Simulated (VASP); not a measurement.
# BP (F-43m) in VASP: a series of runs, part 2 of 2

VASP 6.6.1. The steps go on from the part before.

**3. Single point, LDA**

This run uses another cell than the first one, of 11.29 Å³/atom, 0.978 times its volume.

Contents of INCAR:

```
PREC     = Accurate       # precision mode
ENCUT    = 500            # plane-wave cutoff, eV
EDIFF    = 1E-6           # SCF threshold, eV
ISMEAR   = -1             # smearing method
SIGMA    = 0.05           # smearing width, eV
LREAL    = F              # projectors in reciprocal space
LASPH    = T              # aspherical terms in the spheres
NELM     = 120            # most SCF steps
ALGO     = Normal         # electronic algorithm
ISIF     = 2              # what is computed and relaxed
LWAVE    = F              # write WAVECAR
LCHARG   = F              # write CHGCAR
GGA      = CA             # functional
NBANDS   = 11             # bands
GGA_COMPAT= F
```

Contents of KPOINTS:

```
regular mesh
0
Gamma
  10 10 10
```

Contents of POSCAR:

```
BP
1.0
    0.0000000000      2.2431122043      2.2431122043
    2.2431122043      0.0000000000      2.2431122043
    2.2431122043      2.2431122043      0.0000000000
B P
1 1
Direct
    0.0000000000      0.0000000000      0.0000000000
    0.7500000000      0.7500000000      0.7500000000
```

Potentials or basis: VASP PAW LDA potentials, release 64 (B, P).

Run with:

```sh
$ cat potpaw_LDA.64/B/POTCAR potpaw_LDA.64/P/POTCAR > POTCAR
$ mpirun -np 1 vasp_std > vasp.out
```

OUTCAR:

```text
PREC = Accurate
   ENCUT = 500
   EDIFF = 1E-6
   ISMEAR = -1
   LREAL = F
   LASPH = T
   NELM = 120
   ISIF = 2
   GGA = CA

 ion  position               nearest neighbor table
   1  0.000  0.000  0.000-   2 1.94   2 1.94   2 1.94   2 1.94
   2  0.750  0.750  0.750-   1 1.94   1 1.94   1 1.94   1 1.94

  LATTYP: Found a face centered cubic cell.
 ALAT       =     4.4862244086

  Lattice vectors:

[... 509 lines left out ...]
      2       1.6604      2.00000
      3       3.6493      2.00000
      4       4.2076      2.00000
      5       9.5593      0.00000
      6      11.3563      0.00000
      7      17.4556      0.00000
      8      17.4839      0.00000
      9      22.0583      0.00000
     10      23.3018      0.00000
     11      25.1685      0.00000

 [... further k-points ...]
[... 5 lines left out ...]
  --------------------------------------------------------------------------------------
  -------------------------------------------------------------------------------------
  Total        0.0552806      0.0552806      0.0552806     -0.0000000     -0.0000000      0.0000000
  in kB        3.9237417      3.9237417      3.9237417     -0.0000000     -0.0000000      0.0000000
  external PRESSURE =       3.9237417 kB  Pullay stress =       0.0000000 kB

 VOLUME and BASIS-vectors are now :
 -----------------------------------------------------------------------------
  energy-cutoff  :      500.00
  volume of cell :       22.57
      direct lattice vectors                 reciprocal lattice vectors
     0.000000000  2.243112204  2.243112204    -0.222904587  0.222904587  0.222904587
     2.243112204  0.000000000  2.243112204     0.222904587 -0.222904587  0.222904587
     2.243112204  2.243112204  0.000000000     0.222904587  0.222904587 -0.222904587

 POSITION                                       TOTAL-FORCE (eV/Angst)
 -----------------------------------------------------------------------------------
      0.00000      0.00000      0.00000        -0.000000     -0.000000     -0.000000
      3.36467      3.36467      3.36467         0.000000      0.000000      0.000000
 -----------------------------------------------------------------------------------
    total drift:                               -0.000000     -0.000000     -0.000000

  FREE ENERGIE OF THE ION-ELECTRON SYSTEM (eV)
  ---------------------------------------------------
  free  energy   TOTEN  =       -14.3989835601 eV

  energy  without entropy=      -14.3989834417  energy(sigma->0) =      -14.39898350
```

OSZICAR:

```text
N       E                     dE             d eps       ncg     rms          rms(c)
DAV:   1     0.632858827859E+01    0.63286E+01   -0.40494E+03  1034   0.640E+02
DAV:   2    -0.147601157166E+02   -0.21089E+02   -0.20378E+02  1423   0.108E+02
DAV:   3    -0.153039090854E+02   -0.54379E+00   -0.54235E+00  1319   0.149E+01
DAV:   4    -0.153060729132E+02   -0.21638E-02   -0.21637E-02  1183   0.111E+00
DAV:   5    -0.153060839948E+02   -0.11082E-04   -0.11082E-04  1263   0.776E-02    0.772E+00
DAV:   6    -0.145358798745E+02    0.77020E+00   -0.17185E+00  1172   0.571E+00    0.405E+00
DAV:   7    -0.144119127799E+02    0.12397E+00   -0.28752E-01  1283   0.268E+00    0.132E+00
DAV:   8    -0.143989407542E+02    0.12972E-01   -0.32584E-02  1198   0.978E-01    0.232E-01
DAV:   9    -0.143989869897E+02   -0.46236E-04   -0.81005E-04  1205   0.200E-01    0.166E-01
DAV:  10    -0.143989817158E+02    0.52739E-05   -0.12655E-04  1127   0.639E-02    0.358E-02
DAV:  11    -0.143989840752E+02   -0.23595E-05   -0.83518E-06  1259   0.145E-02    0.436E-02
DAV:  12    -0.143989835601E+02    0.51508E-06   -0.28044E-06   764   0.708E-03
   1 F= -.14398984E+02 E0= -.14398984E+02  d E =-.118412E-06
```

Run time: 7 s. Hardware: 1 thread of Intel Xeon Platinum 8375C at 2.90GHz (Ice Lake), shared host; peak memory 0.13 GiB.

Results:

| Property | Result |
| --- | --- |
| Free energy | -14.3990 eV |
| Pressure | 0.4 GPa |
| Band gap on the k mesh | 1.15 eV, indirect (least direct gap 3.43 eV) |

A k mesh can miss the band edges.

**4. Single point, PBEsol**

This run uses another cell than the first one, of 11.29 Å³/atom, 0.978 times its volume.

Contents of INCAR:

```
  PREC = Accurate
  ENCUT = 520
  EDIFF = 1E-7
  ISMEAR = 0
  SIGMA = 0.01
  LREAL = F
  LASPH = T
  NELM = 60
  ALGO = Normal
  ISIF = 2
  LWAVE = F
  LCHARG = T
  GGA = PS
  LELF = T
  LVHAR = T
  NBANDS = 11
```

KPOINTS is that of step 3.

POSCAR is that of step 3.

Potentials or basis: VASP PAW PBE potentials, release 64 (B, P).

Run with:

```sh
$ cat potpaw_PBE.64/B/POTCAR potpaw_PBE.64/P/POTCAR > POTCAR
$ mpirun -np 1 vasp_std > vasp.out
```

Run time: 20 s. Hardware: 1 thread of AMD EPYC 7R13, shared host; peak memory 0.11 GiB.

It converged, with:

```
Free energy            : -13.6667 eV
Pressure               : 4.1 GPa
Band gap on the k mesh : 1.09 eV, indirect (least direct gap 3.41 eV)
```

Levels at points of the mesh, in eV from the valence-band top:
```
           k point  band 2  band 3  band 4  band 5  band 6  band 7
(0.00, 0.00, 0.00)    0.00    0.00    0.00    3.41    3.41    3.41
(0.50, 0.00, 0.00)   -9.35   -1.81   -1.81    3.94    4.67    4.67
(0.50, 0.50, 0.00)   -8.78   -4.27   -4.27    1.16    1.49   12.42
```

Caveat: the PAW data sets were made with another functional, which shifts forces and pressure a little.

**5. The runs side by side**

| level | potentials or basis | cell | cutoff (eV) | smearing | gap on the mesh (eV) | pressure (GPa) |
| --- | --- | --- | --- | --- | --- | --- |
| PBEsol | VASP PAW PBE potentials, release 64 (B, P) | a = 3.196 Å, angles 60.0°, 2 atoms | 520 | gaussian 0.02 eV | 1.12 | 0.1 |
| LDA | VASP PAW LDA potentials, release 64 (B, P) | a = 3.172 Å, angles 60.0°, 2 atoms | 500 | fermi-dirac 0.05 eV | 1.15 | 0.4 |
| PBEsol | VASP PAW PBE potentials, release 64 (B, P) | a = 3.172 Å, angles 60.0°, 2 atoms | 520 | gaussian 0.01 eV | 1.09 | 4.1 |

Alike in all rows: task single point; no spin polarisation; k mesh 10 × 10 × 10.

Caveats: the PAW data sets were made with another functional, which shifts forces and pressure a little (some runs).

Total energies depend on the potentials used, so only differences within one code and one set of settings carry meaning.
